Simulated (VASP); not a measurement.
# Bi2Te2Se (R-3m) in VASP: a series of runs

The runs below take Bi2Te2Se through single point, with PBEsol.

Everything below comes from runs of VASP 6.6.1. Logs are shortened: lines on timing, memory, paths and dates and some standing lists are left out, and cuts for length are marked.

## Step 1: The cell of the first run

The structure is trigonal, space group R-3m (No. 166). The conventional cell has a = 4.397 Å, b = 4.397 Å, c = 32.312 Å, α = 90.00°, β = 90.00°, γ = 120.00°. Within 4.1 Å of Bi (site symmetry 3m) lie 3 Te at 3.11 Å and 3 Se at 3.16 Å. Within 4.5 Å of Te (site symmetry 3m) lie 3 Bi at 3.11 Å and 9 Te at 4.26 to 4.40 Å and 3 Se at 4.47 Å. Se (site symmetry -3m) has 6 Bi at 3.16 Å within 4.2 Å.

## Step 2: Single point, PBEsol

The input, INCAR:

```
SYSTEM = Bi2Te2Se
PREC     = Accurate       ! precision mode
ENCUT    = 520            ! plane-wave cutoff, eV
EDIFF    = 1E-7           ! SCF threshold, eV
ISMEAR   = 0              ! smearing method
SIGMA    = 0.01           ! smearing width, eV
LREAL    = .False.        ! projectors in reciprocal space
LASPH    = .True.         ! aspherical terms in the spheres
NELM     = 100            ! most SCF steps
ALGO     = Normal         ! electronic algorithm
ISIF     = 2              ! what is computed and relaxed
LWAVE    = .False.        ! write WAVECAR
LCHARG   = .True.         ! write CHGCAR
GGA      = PS             ! functional
LELF     = .True.         ! ELF
LVHAR    = .True.       
NBANDS   = 32             ! bands
```

The input, KPOINTS:

```
regular mesh
0
Gamma
  6 6 6
  0 0 0
```

The input, POSCAR:

```
Bi2Te2Se
1.0
    2.1987227975      1.2694331646     10.7705091013
   -2.1987227975      1.2694331646     10.7705091013
    0.0000000000     -2.5388663291     10.7705091013
Bi Te Se
2 2 1
Direct
    0.6082790000      0.6082790000      0.6082790000
    0.3917210000      0.3917210000      0.3917210000
    0.2195950000      0.2195950000      0.2195950000
    0.7804050000      0.7804050000      0.7804050000
    0.0000000000      0.0000000000      0.0000000000
```

Potentials or basis: VASP PAW PBE potentials, release 64 (Bi_d, Te, Se).

The run is started by

```bash
> cat potpaw_PBE.64/Bi_d/POTCAR potpaw_PBE.64/Te/POTCAR potpaw_PBE.64/Se/POTCAR > POTCAR
> mpirun -np 1 vasp_std > vasp.out
```

OUTCAR:

```text
SYSTEM = Bi2Te2Se
   PREC = Accurate
   ENCUT = 520
   EDIFF = 1E-7
   ISMEAR = 0
   LREAL = .False.
   LASPH = .True.
   NELM = 100
   ISIF = 2
   GGA = PS

 ion  position               nearest neighbor table
   1  0.608  0.608  0.608-   3 3.11   3 3.11   3 3.11   5 3.16   5 3.16   5 3.16
   2  0.392  0.392  0.392-   4 3.11   4 3.11   4 3.11   5 3.16   5 3.16   5 3.16
   3  0.220  0.220  0.220-   1 3.11   1 3.11   1 3.11
   4  0.780  0.780  0.780-   2 3.11   2 3.11   2 3.11
   5  0.000  0.000  0.000-   1 3.16   2 3.16   1 3.16   1 3.16   2 3.16   2 3.16

  LATTYP: Found a trigonal (rhomboedric) cell.
 ALAT       =    11.0656996526
 COS(alpha) =     0.9210388985

  Lattice vectors:

 A1 = (   2.1987227975,   1.2694331646,  10.7705091013)
 A2 = (  -2.1987227975,   1.2694331646,  10.7705091013)
 A3 = (   0.0000000000,  -2.5388663291,  10.7705091013)

Analysis of symmetry for initial positions (statically):
=====================================================================
 Subroutine PRICEL returns:
 Original cell was already a primitive cell.

 Routine SETGRP: Setting up the symmetry group for a
 trigonal (rhombohedral) supercell.

 Subroutine GETGRP returns: Found 12 space group operations
 (whereof 12 operations were pure point group operations)
 out of a pool of 12 trial point group operations.

The static configuration has the point symmetry D_3d.

Analysis of symmetry for dynamics (positions and initial velocities):
=====================================================================
 Subroutine PRICEL returns:
 Original cell was already a primitive cell.

 Routine SETGRP: Setting up the symmetry group for a
 trigonal (rhombohedral) supercell.

 Subroutine GETGRP returns: Found 12 space group operations
 (whereof 12 operations were pure point group operations)
 out of a pool of 12 trial point group operations.

The dynamic configuration has the point symmetry D_3d.

 Subroutine INISYM returns: Found 12 space group operations
 (whereof 12 operations are pure point group operations),
 and found     1 'primitive' translations

----------------------------------------------------------------------------------------

                                     Primitive cell

  volume of cell :     180.3715

  direct lattice vectors                    reciprocal lattice vectors
     2.198722797  1.269433165 10.770509101     0.227404746  0.131292195  0.030948707
    -2.198722797  1.269433165 10.770509101    -0.227404746  0.131292195  0.030948707
     0.000000000 -2.538866329 10.770509101     0.000000000 -0.262584390  0.030948707

  length of vectors
    11.065699653 11.065699653 11.065699641     0.264401932  0.264401932  0.264401937

  position of ions in fractional coordinates (direct lattice)
     0.608279000  0.608279000  0.608279000
     0.391721000  0.391721000  0.391721000
     0.219595000  0.219595000  0.219595000
     0.780405000  0.780405000  0.780405000
     0.000000000  0.000000000  0.000000000

  ion indices of the primitive-cell ions
   primitive index   ion index
                 1           1
                 2           2
                 3           3
                 4           4
                 5           5

----------------------------------------------------------------------------------------

 KPOINTS: regular mesh

Automatic generation of k-mesh.
 Grid dimensions read from file:
 generate k-points for:    6    6    6

 Generating k-lattice:

  Cartesian coordinates                     Fractional coordinates (reciprocal lattice)
     0.037900791  0.021882033  0.005158118     0.166666667 -0.000000000 -0.000000000
    -0.037900791  0.021882033  0.005158118    -0.000000000  0.166666667 -0.000000000
     0.000000000 -0.043764065  0.005158118     0.000000000  0.000000000  0.166666667

  Length of vectors
     0.044066989  0.044066989  0.044066990

  Shift w.r.t. Gamma in fractional coordinates (k-lattice)
     0.000000000  0.000000000  0.000000000

 Subroutine IBZKPT returns following result:
 ===========================================

 Found     32 irreducible k-points:

 Following reciprocal coordinates:
            Coordinates               Weight
  0.000000  0.000000  0.000000      1.000000
  0.166667  0.000000  0.000000      6.000000
  0.333333  0.000000  0.000000      6.000000
  0.500000  0.000000  0.000000      3.000000
  0.166667  0.166667  0.000000      6.000000
  0.333333  0.166667  0.000000     12.000000
[... 16 lines left out ...]
  0.500000  0.500000  0.166667      6.000000
 -0.333333  0.500000  0.166667     12.000000
 [... further k-points ...]
   k-points           NKPTS =     32   k-points in BZ     NKDIM =     32   number of bands    NBANDS=     32
   number of dos      NEDOS =    301   number of ions     NIONS =      5
   total plane-waves  NPLWV = 592704
   dimension x,y,z NGX =    84 NGY =   84 NGZ =   84
   dimension x,y,z NGXF=   168 NGYF=  168 NGZF=  168
   ions per type =               2   2   1
   NGX,Y,Z   is equivalent  to a cutoff of  12.62, 12.62, 12.62 a.u.
   NGXF,Y,Z  is equivalent  to a cutoff of  25.24, 25.24, 25.24 a.u.
 SYSTEM =  Bi2Te2Se
   PREC   = accura    normal or accurate (medium, high low for compatibility)
   ISTART =      0    job   : 0-new  1-cont  2-samecut
   ICHARG =      2    charge: 1-file 2-atom 10-const
   ISPIN  =      1    spin polarized calculation?
   LNONCOLLINEAR =      F non collinear calculations
   LSORBIT =      F    spin-orbit coupling
   LASPH  =      T    aspherical Exc in radial PAW
   ENCUT  =  520.0 eV  38.22 Ry    6.18 a.u.  20.57 20.57 20.57*2*pi/ulx,y,z
   NELM   =    100;   NELMIN=  2; NELMDL= -5     # of ELM steps
   EDIFF  = 0.1E-06   stopping-criterion for ELM
   LREAL  =      F    real-space projection
   EDIFFG = 0.1E-05   stopping-criterion for IOM
   NSW    =      0    number of steps for IOM
   IBRION =     -1    ionic relax: 0-MD 1-quasi-New 2-CG
   NFREE  =      0    steps in history (QN), initial steepest desc. (CG)
   ISIF   =      2    stress and relaxation
   ISYM   =      2    0-nonsym 1-usesym 2-fastsym
   POTIM  = 0.5000    time-step for ionic-motion
   TEBEG  =    0.0;   TEEND  =   0.0 temperature during run
   PSTRESS=    0.0 pullay stress
   NELECT =      48.0000    total number of electrons
   NUPDOWN=      -1.0000    fix difference up-down
   EMIN   =  10.00;   EMAX   =-10.00  energy-range for DOS
   EFERMI =   0.00;   METHOD = LEGACY
   ISMEAR =     0;   SIGMA  =   0.01  broadening in eV -4-tet -1-fermi 0-gaus
   EFERMI_NEDOS =   21; number of points for ismear=-14 and -15
   IALGO  =     38    algorithm
   IMIX   =      4    mixing-type and parameters
     AMIX     =   0.40;   BMIX     =  1.00
     AMIX_MAG =   1.60;   BMIX_MAG =  1.00
  volume/ion in A,a.u.               =      36.07       243.44
  Fermi-wavevector in a.u.,A,eV,Ry     =   1.053010  1.989901 15.086559  1.108831
  Thomas-Fermi vector in A             =   2.188115
   LORBIT       =      0    0 simple, 1 ext, 2 COOP (PROOUT), +10 PAW based schemes
   GGA     = PS    functional components
   LHFCALC =     F    Hartree Fock is set to
   AEXX    =    0.0000 exact exchange contribution
   IVDW    =     0    specifies the selected vdW correction
   LEPSILON=     F    determine dielectric tensor
   LRPA    =     F    only Hartree local field effects (RPA)
 non-spin polarized calculation
 Gauss-broadening in eV      SIGMA  =   0.01
  energy-cutoff  :      520.00
  volume of cell :      180.37
 maximum number of plane-waves:      4870
 NGX is ok and might be reduce to    84
   NGX = 41   NGY = 41   NGZ = 41

 number of electron      48.0000003 magnetization

 Free energy of the ion-electron system (eV)
  ---------------------------------------------------
  ext. energy  EPLUGINS =         0.00000000
  ---------------------------------------------------
  free energy    TOTEN  =       -20.75519847 eV

  energy without entropy =      -20.75519847  energy(sigma->0) =      -20.75519847

 E-fermi :   4.1061     XC(G=0):  -8.9611

 val. band max:        4.0430697101   @ k =   0.0000   0.0000   0.0000
 cond. band min:       4.4677669116   @ k =   0.0000   0.0000   0.0000
 fundamental gap:      0.4246972015
 Fermi energy:         4.1060981180

 k-point     1 :       0.0000    0.0000    0.0000
  band No.  band energies     occupation
      1     -18.6443      2.00000
      2     -18.6443      2.00000
      3     -18.6430      2.00000
      4     -18.6430      2.00000
      5     -18.6382      2.00000
      6     -18.6367      2.00000
[... 24 lines left out ...]
     31       9.9048      0.00000
     32      10.4281      0.00000

 k-point     2 :       0.1667    0.0000    0.0000
  band No.  band energies     occupation
      1     -18.6458      2.00000
      2     -18.6439      2.00000
      3     -18.6411      2.00000
      4     -18.6398      2.00000
      5     -18.6368      2.00000
      6     -18.6362      2.00000
[... 24 lines left out ...]
     31       9.2055      0.00000
     32       9.9537      0.00000

 k-point     3 :       0.3333    0.0000    0.0000
  band No.  band energies     occupation
      1     -18.6498      2.00000
      2     -18.6468      2.00000
      3     -18.6401      2.00000
      4     -18.6368      2.00000
      5     -18.6364      2.00000
      6     -18.6345      2.00000
[... 24 lines left out ...]
     31       8.3921      0.00000
     32      10.0563      0.00000

 k-point     4 :       0.5000    0.0000    0.0000
  band No.  band energies     occupation
      1     -18.6522      2.00000
      2     -18.6486      2.00000
      3     -18.6416      2.00000
      4     -18.6376      2.00000
      5     -18.6372      2.00000
      6     -18.6329      2.00000
[... 24 lines left out ...]
     31       8.1086      0.00000
     32       9.7412      0.00000

 k-point     5 :       0.1667    0.1667    0.0000
  band No.  band energies     occupation
      1     -18.6457      2.00000
      2     -18.6439      2.00000
      3     -18.6411      2.00000
      4     -18.6398      2.00000
      5     -18.6368      2.00000
      6     -18.6362      2.00000
[... 584 lines left out ...]
     31       8.8427      0.00000
     32       9.6824      0.00000

 k-point    22 :      -0.1667    0.3333    0.1667
  band No.  band energies     occupation
      1     -18.6487      2.00000
      2     -18.6457      2.00000
      3     -18.6398      2.00000
      4     -18.6388      2.00000
      5     -18.6368      2.00000
      6     -18.6348      2.00000
[... 24 lines left out ...]
     31       8.6836      0.00000
     32      10.3796      0.00000

 k-point    23 :       0.5000    0.5000    0.1667
  band No.  band energies     occupation
      1     -18.6498      2.00000
      2     -18.6468      2.00000
      3     -18.6401      2.00000
      4     -18.6368      2.00000
      5     -18.6364      2.00000
      6     -18.6345      2.00000
[... 24 lines left out ...]
     31       8.4318      0.00000
     32       9.8135      0.00000

 k-point    24 :      -0.3333    0.5000    0.1667
  band No.  band energies     occupation
      1     -18.6487      2.00000
      2     -18.6457      2.00000
      3     -18.6398      2.00000
      4     -18.6388      2.00000
      5     -18.6368      2.00000
      6     -18.6348      2.00000
[... 24 lines left out ...]
     31       8.7223      0.00000
     32       9.9926      0.00000

 [... further k-points ...]

------------------------ aborting loop because EDIFF is reached ----------------------------------------

  FORCE on cell =-STRESS in cart. coord.  units (eV):
  Direction    XX          YY          ZZ          XY          YZ          ZX
  --------------------------------------------------------------------------------------
  -------------------------------------------------------------------------------------
  Total       -4.0468362     -4.0468360     -4.0178981      0.0000000     -0.0000000      0.0000000
  in kB      -35.9466489    -35.9466470    -35.6896015      0.0000000     -0.0000000      0.0000000
  external PRESSURE =     -35.8609658 kB  Pullay stress =       0.0000000 kB

 VOLUME and BASIS-vectors are now :
 -----------------------------------------------------------------------------
  energy-cutoff  :      520.00
  volume of cell :      180.37
      direct lattice vectors                 reciprocal lattice vectors
     2.198722797  1.269433165 10.770509101     0.227404746  0.131292195  0.030948707
    -2.198722797  1.269433165 10.770509101    -0.227404746  0.131292195  0.030948707
     0.000000000 -2.538866329 10.770509101     0.000000000 -0.262584390  0.030948707

 POSITION                                       TOTAL-FORCE (eV/Angst)
 -----------------------------------------------------------------------------------
      0.00000      0.00000     19.65442         0.000000     -0.000000     -0.086506
      0.00000      0.00000     12.65710         0.000000      0.000000      0.086506
      0.00000      0.00000      7.09545         0.000000      0.000000      0.400914
      0.00000      0.00000     25.21608         0.000000     -0.000000     -0.400914
      0.00000      0.00000      0.00000         0.000000      0.000000      0.000000
 -----------------------------------------------------------------------------------
    total drift:                               -0.000000      0.000000     -0.000000

  FREE ENERGIE OF THE ION-ELECTRON SYSTEM (eV)
  ---------------------------------------------------
  free  energy   TOTEN  =       -20.7551984704 eV

  energy  without entropy=      -20.7551984704  energy(sigma->0) =      -20.75519847
```

Wall time 13 min (1 thread of AMD EPYC 9R45 (Zen 5), shared host); peak memory 1.1 GiB.

What came out:

* Free energy: -20.7552 eV
* Pressure: -3.6 GPa
* Largest force: 0.401 eV/Å
* Band gap on the k mesh: 0.42 eV

Forces in eV/Å, atoms in the order of the input:
```
Bi   0.000  0.000 -0.087
Bi   0.000  0.000  0.087
Te   0.000  0.000  0.401
Te   0.000  0.000 -0.401
Se   0.000  0.000  0.000
```

Caveat: the cell stands under tension; the PAW data sets were made with another functional, which shifts forces and pressure a little; spin-orbit coupling is left out, which moves the levels of the heavy elements.

## Step 3: Single point, PBEsol

This run uses another cell than the first one, of 36.99 Å³/atom.

The input, INCAR:

```
SYSTEM = Bi2Te2Se
ALGO = Normal
EDIFF = 1E-6
ENCUT = 520
GGA = PS
ISIF = 2
ISMEAR = 0
LASPH = .True.
LCHARG = .True.
LELF = .True.
LREAL = .False.
LVHAR = .True.
LWAVE = .False.
NBANDS = 32
NELM = 80
PREC = Accurate
SIGMA = 0.01
```

The input, KPOINTS:

```
k-points
0
Gamma
  6 6 6
  0 0 0
```

Edit POSCAR of step 2 so:

```diff
@@ -2,5 +2,5 @@
 1.0
-    2.1987227975      1.2694331646     10.7705091013
-   -2.1987227975      1.2694331646     10.7705091013
-    0.0000000000     -2.5388663291     10.7705091013
+    2.2171230069      1.2800565301     10.8606430751
+   -2.2171230069      1.2800565301     10.8606430751
+    0.0000000000     -2.5601130602     10.8606430751
 Bi Te Se
```

Potentials or basis: VASP PAW PBE potentials, release 64 (Bi_d, Te, Se).

The run is started by

```bash
> cat potpaw_PBE.64/Bi_d/POTCAR potpaw_PBE.64/Te/POTCAR potpaw_PBE.64/Se/POTCAR > POTCAR
> mpirun -np 1 vasp_std > vasp.out
```

It took 13 min on 1 thread of AMD EPYC 9R45 (Zen 5), shared host; peak memory 1.1 GiB.

The run converged. Its results:

- Free energy: -20.6415 eV
- Pressure: -4.4 GPa
- Largest force: 0.569 eV/Å
- Band gap on the k mesh: 0.44 eV

Forces in eV/Å, atoms in the order of the input:
```
Bi   0.000  0.000 -0.156
Bi   0.000  0.000  0.156
Te   0.000  0.000  0.569
Te   0.000  0.000 -0.569
Se   0.000  0.000  0.000
```

Levels at points of the mesh, in eV from the valence-band top:
```
           k point  band 21  band 22  band 23  band 24  band 25  band 26  band 27  band 28
(0.00, 0.00, 0.00)    -0.83    -0.46    -0.46     0.00     0.44     1.43     1.43     2.15
(0.50, 0.00, 0.00)    -1.86    -1.35    -0.63    -0.44     1.12     1.99     2.75     3.07
(0.50, 0.50, 0.00)    -1.58    -1.16    -0.83    -0.77     1.63     1.81     2.34     2.87
(0.50, 0.50, 0.50)    -0.76    -0.55    -0.55    -0.47     0.83     1.56     1.56     2.01
```

Caveat: the cell stands under tension; the PAW data sets were made with another functional, which shifts forces and pressure a little; spin-orbit coupling is left out, which moves the levels of the heavy elements. A k mesh can miss the band edges.

## Step 4: Single point, PBEsol

This run uses another cell than the first one, of 31.51 Å³/atom.

The input, INCAR:

```
SYSTEM = Bi2Te2Se
PREC = Accurate ; ENCUT = 520
EDIFF = 1E-6 ; ISMEAR = 0
SIGMA = 0.01 ; LREAL = .False.
LASPH = .True. ; NELM = 60
ALGO = Normal ; ISIF = 2
LWAVE = .False. ; LCHARG = .False.
GGA = PS ; NBANDS = 32
```

The input, KPOINTS:

```
Automatic mesh
0
Gamma
  6 6 6
  0 0 0
```

Edit POSCAR of step 3 so:

```diff
@@ -2,5 +2,5 @@
 1.0
-    2.2171230069      1.2800565301     10.8606430751
-   -2.2171230069      1.2800565301     10.8606430751
-    0.0000000000     -2.5601130602     10.8606430751
+    2.1017343032      1.2134368328     10.2954080737
+   -2.1017343032      1.2134368328     10.2954080737
+    0.0000000000     -2.4268736656     10.2954080737
 Bi Te Se
```

The run is started by

```bash
> cat potpaw_PBE.64/Bi_d/POTCAR potpaw_PBE.64/Te/POTCAR potpaw_PBE.64/Se/POTCAR > POTCAR
> mpirun -np 1 vasp_std > vasp.out
```

It took 11 min on 1 thread of Intel Xeon Platinum 8259CL at 2.50GHz (Skylake/Cascade Lake), shared host; peak memory 1 GiB.

Results (log left out):

| Quantity | Value |
| --- | --- |
| Free energy | -20.8367 eV |
| Pressure | 3.2 GPa |
| Largest force | 0.747 eV/Å |
| Band gap on the k mesh | 0.34 eV |

Forces on the atoms (eV/Å):
```
Bi   0.000  0.000  0.370
Bi   0.000  0.000 -0.370
Te   0.000  0.000 -0.747
Te   0.000  0.000  0.747
Se   0.000  0.000  0.000
```

Stress tensor (GPa, compression positive):
```
3.26 0.00 0.00
0.00 3.26 0.00
0.00 0.00 3.15
```

Levels at points of the mesh, in eV from the valence-band top:
```csv
k point,band 21,band 22,band 23,band 24,band 25,band 26,band 27,band 28
"(0.00, 0.00, 0.00)",-1.23,-0.78,-0.78,0.00,0.34,1.30,1.30,2.18
"(0.50, 0.00, 0.00)",-2.52,-1.91,-1.03,-0.64,0.97,1.97,2.97,3.04
"(0.50, 0.50, 0.00)",-2.01,-1.61,-1.29,-1.10,1.51,1.62,2.48,3.07
"(0.50, 0.50, 0.50)",-1.14,-0.90,-0.90,-0.58,0.74,1.48,1.48,2.14
```

Caveat: the cell stands under pressure; the PAW data sets were made with another functional, which shifts forces and pressure a little; spin-orbit coupling is left out, which moves the levels of the heavy elements. A k mesh can miss the band edges.

## Step 5: Overview

```csv
cell,gap on the mesh (eV),pressure (GPa),largest force (eV/Å)
"a = 11.066 Å, angles 22.9°, 5 atoms",0.42,-3.6,0.40
"a = 11.158 Å, angles 22.9°, 5 atoms",0.44,-4.4,0.57
"a = 10.578 Å, angles 22.9°, 5 atoms",0.34,3.2,0.75
```

Alike in all rows: task single point; level PBEsol; potentials or basis VASP PAW PBE potentials, release 64 (Bi_d, Te, Se); no spin polarisation; k mesh 6 × 6 × 6; cutoff (eV) 520; smearing gaussian 0.01 eV.

Caveats: the PAW data sets were made with another functional, which shifts forces and pressure a little; spin-orbit coupling is left out, which moves the levels of the heavy elements; the cell stands under tension (at least some runs); the cell stands under pressure (at least some runs).

Total energies depend on the potentials used, so only differences within one code and one set of settings carry meaning.
